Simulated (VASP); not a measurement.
# Fe (Im-3m) in VASP: further runs

Fe is run at these levels: r2SCAN; tasks: single point.

All numbers are computed with VASP 6.6.1; they aren't measurements. Logs are shortened: lines on timing, memory, paths and dates and some standing lists are left out, and cuts for length are marked.

## (1) The cell of the first run

Symmetry: Im-3m, No. 229, cubic system. The conventional cell has a = 2.863 Å, b = 2.863 Å, c = 2.863 Å, α = 90.00°, β = 90.00°, γ = 90.00°. Fe (site symmetry m-3m) has 14 Fe at 2.48 to 2.86 Å within 3.3 Å.

## (2) Single point, r2SCAN, collinear spin, ferromagnetic start

Input file POSCAR:

```
Fe
1.0
   -1.4314200000      1.4314200000      1.4314200000
    1.4314200000     -1.4314200000      1.4314200000
    1.4314200000      1.4314200000     -1.4314200000
Fe
1
Direct
    0.0000000000      0.0000000000      0.0000000000
```

Input file INCAR.step1:

```
PREC = Accurate
ENCUT = 520
ISMEAR = -1
SIGMA = 0.1
LREAL = F
LASPH = T
NELM = 150
ISPIN = 2
MAGMOM = 3
NUPDOWN = 3.0
LMAXMIX = 4
NBANDS = 14
GGA = PE
ALGO = Normal
EDIFF = 1E-4
LWAVE = T
LCHARG = F
```

Input file INCAR.step2:

```
PREC = Accurate
ENCUT = 520
EDIFF = 1E-7
ISMEAR = -1
SIGMA = 0.1
LREAL = F
LASPH = T
NELM = 150
ALGO = Normal
ISIF = 2
LWAVE = F
LCHARG = F
ISPIN = 2
MAGMOM = 3
LORBIT = 11
NUPDOWN = 3.0
LMAXMIX = 4
METAGGA = R2SCAN
LMIXTAU = T
NBANDS = 14
ISTART = 1
```

Input file KPOINTS:

```
Automatic mesh
0
Gamma
  15 15 15
```

Potentials or basis: VASP PAW PBE potentials, release 64 (Fe).

Command:

```
$ cat potpaw_PBE.64/Fe/POTCAR > POTCAR
$ cp INCAR.step1 INCAR
$ mpirun -np 1 vasp_std > vasp.out
$ cp INCAR.step2 INCAR
$ mpirun -np 1 vasp_std > vasp.out
```

OUTCAR:

```text
PREC = Accurate
   ENCUT = 520
   EDIFF = 1E-7
   ISMEAR = -1
   LREAL = F
   LASPH = T
   NELM = 150
   ISIF = 2
   ISPIN = 2
   LORBIT = 11
   NUPDOWN = 3.0
   METAGGA = R2SCAN
   ISTART = 1

 ion  position               nearest neighbor table
   1  0.000  0.000  0.000-

  LATTYP: Found a body centered cubic cell.
 ALAT       =     2.8628400000

  Lattice vectors:

 A1 = (  -1.4314200000,   1.4314200000,   1.4314200000)
 A2 = (   1.4314200000,  -1.4314200000,   1.4314200000)
 A3 = (   1.4314200000,   1.4314200000,  -1.4314200000)

Analysis of symmetry for initial positions (statically):
=====================================================================
 Subroutine PRICEL returns:
 Original cell was already a primitive cell.

 Routine SETGRP: Setting up the symmetry group for a
 body centered cubic supercell.

 Subroutine GETGRP returns: Found 48 space group operations
 (whereof 48 operations were pure point group operations)
 out of a pool of 48 trial point group operations.

The static configuration has the point symmetry O_h .

Analysis of symmetry for dynamics (positions and initial velocities):
=====================================================================
 Subroutine PRICEL returns:
 Original cell was already a primitive cell.

 Routine SETGRP: Setting up the symmetry group for a
 body centered cubic supercell.

 Subroutine GETGRP returns: Found 48 space group operations
 (whereof 48 operations were pure point group operations)
 out of a pool of 48 trial point group operations.

The dynamic configuration has the point symmetry O_h .

Analysis of structural, dynamic, and magnetic symmetry:
=====================================================================
 Subroutine PRICEL returns:
 Original cell was already a primitive cell.

 Routine SETGRP: Setting up the symmetry group for a
 body centered cubic supercell.

 Subroutine GETGRP returns: Found 48 space group operations
 (whereof 48 operations were pure point group operations)
 out of a pool of 48 trial point group operations.

The overall configuration has the point symmetry O_h .

 Subroutine INISYM returns: Found 48 space group operations
 (whereof 48 operations are pure point group operations),
 and found     1 'primitive' translations

----------------------------------------------------------------------------------------

                                     Primitive cell

  volume of cell :      11.7317

  direct lattice vectors                    reciprocal lattice vectors
    -1.431420000  1.431420000  1.431420000     0.000000000  0.349303489  0.349303489
     1.431420000 -1.431420000  1.431420000     0.349303489  0.000000000  0.349303489
     1.431420000  1.431420000 -1.431420000     0.349303489  0.349303489  0.000000000

  length of vectors
     2.479292167  2.479292167  2.479292167     0.493989731  0.493989731  0.493989731

  position of ions in fractional coordinates (direct lattice)
     0.000000000  0.000000000  0.000000000

  ion indices of the primitive-cell ions
   primitive index   ion index
                 1           1

----------------------------------------------------------------------------------------

 KPOINTS: Automatic mesh

Automatic generation of k-mesh.
 Grid dimensions read from file:
 generate k-points for:   15   15   15

 Generating k-lattice:

  Cartesian coordinates                     Fractional coordinates (reciprocal lattice)
     0.000000000  0.023286899  0.023286899     0.066666667  0.000000000  0.000000000
     0.023286899  0.000000000  0.023286899     0.000000000  0.066666667  0.000000000
     0.023286899  0.023286899  0.000000000     0.000000000  0.000000000  0.066666667

  Length of vectors
     0.032932649  0.032932649  0.032932649

  Shift w.r.t. Gamma in fractional coordinates (k-lattice)
     0.000000000  0.000000000  0.000000000

 Subroutine IBZKPT returns following result:
 ===========================================

 Found    120 irreducible k-points:

 Following reciprocal coordinates:
            Coordinates               Weight
  0.000000  0.000000  0.000000      1.000000
  0.066667  0.000000  0.000000     12.000000
  0.133333  0.000000  0.000000     12.000000
  0.200000  0.000000  0.000000     12.000000
  0.266667  0.000000  0.000000     12.000000
  0.333333  0.000000  0.000000     12.000000
[... 16 lines left out ...]
  0.333333  0.200000  0.000000     48.000000
  0.400000  0.200000 -0.000000     24.000000
 [... further k-points ...]
   k-points           NKPTS =    120   k-points in BZ     NKDIM =    120   number of bands    NBANDS=     14
   number of dos      NEDOS =    301   number of ions     NIONS =      1
   total plane-waves  NPLWV =   5832
   dimension x,y,z NGX =    18 NGY =   18 NGZ =   18
   dimension x,y,z NGXF=    36 NGYF=   36 NGZF=   36
   ions per type =               1
   NGX,Y,Z   is equivalent  to a cutoff of  12.07, 12.07, 12.07 a.u.
   NGXF,Y,Z  is equivalent  to a cutoff of  24.14, 24.14, 24.14 a.u.
 SYSTEM =  unknown system
   PREC   = accura    normal or accurate (medium, high low for compatibility)
   ISTART =      1    job   : 0-new  1-cont  2-samecut
   ICHARG =      0    charge: 1-file 2-atom 10-const
   ISPIN  =      2    spin polarized calculation?
   LNONCOLLINEAR =      F non collinear calculations
   LSORBIT =      F    spin-orbit coupling
   LASPH  =      T    aspherical Exc in radial PAW
   ENCUT  =  520.0 eV  38.22 Ry    6.18 a.u.   4.61  4.61  4.61*2*pi/ulx,y,z
   NELM   =    150;   NELMIN=  2; NELMDL=  0     # of ELM steps
   EDIFF  = 0.1E-06   stopping-criterion for ELM
   LREAL  =      F    real-space projection
   EDIFFG = 0.1E-05   stopping-criterion for IOM
   NSW    =      0    number of steps for IOM
   IBRION =     -1    ionic relax: 0-MD 1-quasi-New 2-CG
   NFREE  =      0    steps in history (QN), initial steepest desc. (CG)
   ISIF   =      2    stress and relaxation
   ISYM   =      2    0-nonsym 1-usesym 2-fastsym
   POTIM  = 0.5000    time-step for ionic-motion
   TEBEG  =    0.0;   TEEND  =   0.0 temperature during run
   PSTRESS=    0.0 pullay stress
   NELECT =       8.0000    total number of electrons
   NUPDOWN=       3.0000    fix difference up-down
   EMIN   =  10.00;   EMAX   =-10.00  energy-range for DOS
   EFERMI =   0.00;   METHOD = LEGACY
   ISMEAR =    -1;   SIGMA  =   0.10  broadening in eV -4-tet -1-fermi 0-gaus
   EFERMI_NEDOS =   21; number of points for ismear=-14 and -15
   IALGO  =     38    algorithm
   IMIX   =      4    mixing-type and parameters
     AMIX     =   0.40;   BMIX     =  1.00
     AMIX_MAG =   1.60;   BMIX_MAG =  1.00
  volume/ion in A,a.u.               =      11.73        79.17
  Fermi-wavevector in a.u.,A,eV,Ry     =   1.440957  2.723014 28.250561  2.076358
  Thomas-Fermi vector in A             =   2.559643
   LORBIT       =     11    0 simple, 1 ext, 2 COOP (PROOUT), +10 PAW based schemes
   METAGGA = R2SCAN    functional components
   LHFCALC =     F    Hartree Fock is set to
   AEXX    =    0.0000 exact exchange contribution
   IVDW    =     0    specifies the selected vdW correction
   LEPSILON=     F    determine dielectric tensor
   LRPA    =     F    only Hartree local field effects (RPA)
 spin polarized calculation
  energy-cutoff  :      520.00
  volume of cell :       11.73
 maximum number of plane-waves:       329
   NGX =  9   NGY =  9   NGZ =  9

 number of electron       7.9999999 magnetization       3.0000000

 Free energy of the ion-electron system (eV)
  ---------------------------------------------------
  ext. energy  EPLUGINS =         0.00000000
  ---------------------------------------------------
  free energy    TOTEN  =       -14.26068870 eV

  energy without entropy =      -14.23146341  energy(sigma->0) =      -14.24607606

 E-fermi :   5.4517     XC(G=0): -14.0360

 val. band max:        6.5999285849   @ k =  -0.3333   0.3333   0.2667
 cond. band min:       5.4543124357   @ k =   0.2667   0.0000   0.0000
 fundamental gap:     -1.1456161492
 Fermi energy:         6.6640955727

 spin component 1

 k-point     1 :       0.0000    0.0000    0.0000
  band No.  band energies     occupation
      1      -3.1559      1.00000
      2       2.1920      1.00000
      3       2.1921      1.00000
      4       2.1921      1.00000
      5       3.4792      1.00000
      6       3.4792      1.00000
      7      31.0427      0.00000
      8      31.0428      0.00000
      9      31.0428      0.00000
     10      35.9357      0.00000
     11      35.9357      0.00000
     12      37.5578      0.00000
     13      37.5578      0.00000
     14      37.5585      0.00000
[... 375 lines left out ...]
 k-point    24 :       0.4000    0.2000   -0.0000
  band No.  band energies     occupation
      1       0.5919      1.00000
      2       1.3388      1.00000
      3       2.4789      1.00000
      4       3.4828      1.00000
      5       3.9509      1.00000
      6       8.9069      0.00000
      7      12.5090      0.00000
      8      18.0372      0.00000
      9      24.7203      0.00000
     10      31.8512      0.00000
     11      36.7154      0.00000
     12      39.5868      0.00000
     13      43.4878      0.00000
     14      50.0995      0.00000

 [... further k-points ...]

 spin component 2

 k-point     1 :       0.0000    0.0000    0.0000
  band No.  band energies     occupation
      1      -3.4549      1.00000
      2       6.0646      0.00217
      3       6.0647      0.00217
      4       6.0647      0.00217
      5       8.0934      0.00000
      6       8.0934      0.00000
      7      30.9514      0.00000
      8      30.9515      0.00000
      9      30.9515      0.00000
     10      36.7416      0.00000
     11      36.7416      0.00000
     12      39.6980      0.00000
     13      39.6980      0.00000
     14      39.6985      0.00000
[... 375 lines left out ...]
 k-point    24 :       0.4000    0.2000   -0.0000
  band No.  band energies     occupation
      1       3.0269      1.00000
      2       4.5688      0.99985
      3       4.6796      0.99956
      4       7.9311      0.00000
      5       8.4293      0.00000
      6      11.1013      0.00000
      7      14.8463      0.00000
      8      19.3937      0.00000
      9      26.0156      0.00000
     10      32.7756      0.00000
     11      37.5776      0.00000
     12      41.3293      0.00000
     13      45.9261      0.00000
     14      51.2278      0.00000

 [... further k-points ...]
[... 5 lines left out ...]
  --------------------------------------------------------------------------------------
  -------------------------------------------------------------------------------------
  Total        0.8160401      0.8160401      0.8160401      0.0000000      0.0000000      0.0000000
  in kB      111.4450681    111.4450681    111.4450681      0.0000000      0.0000000      0.0000000
  external PRESSURE =     111.4450681 kB  Pullay stress =       0.0000000 kB

 VOLUME and BASIS-vectors are now :
 -----------------------------------------------------------------------------
  energy-cutoff  :      520.00
  volume of cell :       11.73
      direct lattice vectors                 reciprocal lattice vectors
    -1.431420000  1.431420000  1.431420000     0.000000000  0.349303489  0.349303489
     1.431420000 -1.431420000  1.431420000     0.349303489  0.000000000  0.349303489
     1.431420000  1.431420000 -1.431420000     0.349303489  0.349303489  0.000000000

 POSITION                                       TOTAL-FORCE (eV/Angst)
 -----------------------------------------------------------------------------------
      0.00000      0.00000      0.00000        -0.000000      0.000000     -0.000000
 -----------------------------------------------------------------------------------
    total drift:                                0.000000     -0.000000      0.000000

  FREE ENERGIE OF THE ION-ELECTRON SYSTEM (eV)
  ---------------------------------------------------
  free  energy   TOTEN  =       -14.2606886972 eV

  energy  without entropy=      -14.2314634131  energy(sigma->0) =      -14.24607606

 total charge

# of ion       s       p       d       tot
------------------------------------------
    1        0.497   0.587   6.113   7.197

 magnetization (x)

# of ion       s       p       d       tot
------------------------------------------
    1        0.008  -0.058   3.078   3.028
```

It took 2.5 min on 1 thread of AMD EPYC 7R43 (Zen 3), shared host; peak memory 0.11 GiB.

Results:

```
Free energy                                           : -14.2607 eV
Pressure                                              : 11.1 GPa
Net moment                                            : 3.00 μB per cell
Site moments                                          : Fe +3.03 μB
Valence electrons inside the program's atomic spheres : Fe 7.20
```

Caveat: the PAW data sets were made with another functional, which shifts forces and pressure a little; the total moment is fixed, so each spin has its own Fermi level.

## (3) Single point, r2SCAN, collinear spin, ferromagnetic start

POSCAR is that of step 2.

Input file INCAR.step1:

```
SYSTEM = Fe
PREC     = Accurate       ! precision mode
ENCUT    = 520            ! plane-wave cutoff, eV
ISMEAR   = -1             ! smearing method
SIGMA    = 0.1            ! smearing width, eV
LREAL    = .False.        ! projectors in reciprocal space
LASPH    = .True.         ! aspherical terms in the spheres
NELM     = 150            ! most SCF steps
ISPIN    = 2              ! spin polarisation
MAGMOM   = 4.2            ! initial moments
NUPDOWN  = 4.2            ! fixed moment
LMAXMIX  = 4              ! l up to which the mixer works
NBANDS   = 14             ! bands
GGA      = PE             ! functional
ALGO     = Normal         ! electronic algorithm
EDIFF    = 1E-4           ! SCF threshold, eV
LWAVE    = .True.         ! write WAVECAR
LCHARG   = .False.        ! write CHGCAR
```

Input file INCAR.step2:

```
SYSTEM = Fe
PREC     = Accurate       ! precision mode
ENCUT    = 520            ! plane-wave cutoff, eV
EDIFF    = 1E-6           ! SCF threshold, eV
ISMEAR   = -1             ! smearing method
SIGMA    = 0.1            ! smearing width, eV
LREAL    = .False.        ! projectors in reciprocal space
LASPH    = .True.         ! aspherical terms in the spheres
NELM     = 150            ! most SCF steps
ALGO     = Normal         ! electronic algorithm
ISIF     = 2              ! what is computed and relaxed
LWAVE    = .False.        ! write WAVECAR
LCHARG   = .False.        ! write CHGCAR
ISPIN    = 2              ! spin polarisation
MAGMOM   = 4.2            ! initial moments
LORBIT   = 11             ! projections on sites
NUPDOWN  = 4.2            ! fixed moment
LMAXMIX  = 4              ! l up to which the mixer works
METAGGA  = R2SCAN         ! meta-GGA
LMIXTAU  = .True.       
NBANDS   = 14             ! bands
ISTART   = 1
```

Input file KPOINTS:

```
regular mesh
0
Gamma
  15 15 15
  0 0 0
```

Potentials or basis: VASP PAW PBE potentials, release 64 (Fe).

Command:

```
$ cat potpaw_PBE.64/Fe/POTCAR > POTCAR
$ cp INCAR.step1 INCAR
$ mpirun -np 1 vasp_std > vasp.out
$ cp INCAR.step2 INCAR
$ mpirun -np 1 vasp_std > vasp.out
```

Wall time 2 min (1 thread of AMD EPYC 7R43 (Zen 3), shared host); peak memory 0.11 GiB.

The run converged. Its results:

```
Free energy                                           : -11.9079 eV
Pressure                                              : 68.1 GPa
Net moment                                            : 4.20 μB per cell
Site moments                                          : Fe +4.04 μB
Valence electrons inside the program's atomic spheres : Fe 7.17
```

Caveat: the PAW data sets were made with another functional, which shifts forces and pressure a little; the total moment is fixed, so each spin has its own Fermi level.

## (4) Single point, r2SCAN, collinear spin, ferromagnetic start

POSCAR is that of step 3.

Input file INCAR.step1:

```
PREC = Accurate ; ENCUT = 520
ISMEAR = -1 ; SIGMA = 0.1
LREAL = False ; LASPH = True
NELM = 150 ; ISPIN = 2
MAGMOM = 0.4 ; LMAXMIX = 4
NBANDS = 14 ; GGA = PE
ALGO = Normal ; EDIFF = 1E-4
LWAVE = True ; LCHARG = False
```

Input file INCAR.step2:

```
PREC = Accurate ; ENCUT = 520
EDIFF = 1E-6 ; ISMEAR = -1
SIGMA = 0.1 ; LREAL = False
LASPH = True ; NELM = 150
ALGO = Normal ; ISIF = 2
LWAVE = False ; LCHARG = True
ISPIN = 2 ; MAGMOM = 0.4
LORBIT = 11 ; LMAXMIX = 4
METAGGA = R2SCAN ; LMIXTAU = True
LELF = True ; LVHAR = True
NBANDS = 14 ; ISTART = 1
```

Input file KPOINTS:

```
regular mesh
0
Gamma
  15 15 15
```

Command:

```
$ cat potpaw_PBE.64/Fe/POTCAR > POTCAR
$ cp INCAR.step1 INCAR
$ mpirun -np 1 vasp_std > vasp.out
$ cp INCAR.step2 INCAR
$ mpirun -np 1 vasp_std > vasp.out
```

Wall time 2.2 min (1 thread of AMD EPYC 7R43 (Zen 3), shared host); peak memory 0.11 GiB.

The run converged. Its results:

```yaml
Free_energy: -14.3719 eV
Pressure: 0.4 GPa
Net_moment: 2.66 μB per cell
Site_moments: Fe +2.73 μB
Valence_electrons_inside_the_program's_atomic_spheres: Fe 7.21
```

Levels at points of the mesh, in eV from the Fermi level:
Spin up:
```csv
k point,band 1,band 2,band 3,band 4,band 5,band 6,band 7,band 8,band 9,band 10
"(0.00, 0.00, 0.00)",-8.53,-3.08,-3.08,-3.08,-1.87,-1.87,25.66,25.66,25.66,30.52
```
Spin down:
```
           k point  band 1  band 2  band 3  band 4  band 5  band 6
(0.00, 0.00, 0.00)   -9.14    0.35    0.35    0.35    2.56    2.56
```

Caveat: the PAW data sets were made with another functional, which shifts forces and pressure a little.

## (5) Overview

| fixed moment (μB) | pressure (GPa) | moment (μB) |
| --- | --- | --- |
| 3.0 | 11.1 | 3.00 |
| 4.2 | 68.1 | 4.20 |
| - | 0.4 | 2.66 |

Alike in all rows: task single point; level r2SCAN; potentials or basis VASP PAW PBE potentials, release 64 (Fe); spin collinear, ferromagnetic start; cell as given; k mesh 15 × 15 × 15; cutoff (eV) 520; smearing fermi-dirac 0.1 eV.

Caveats: the PAW data sets were made with another functional, which shifts forces and pressure a little; the total moment is fixed, so each spin has its own Fermi level (some runs).

Absolute energies hang on the potentials; compare differences alone.
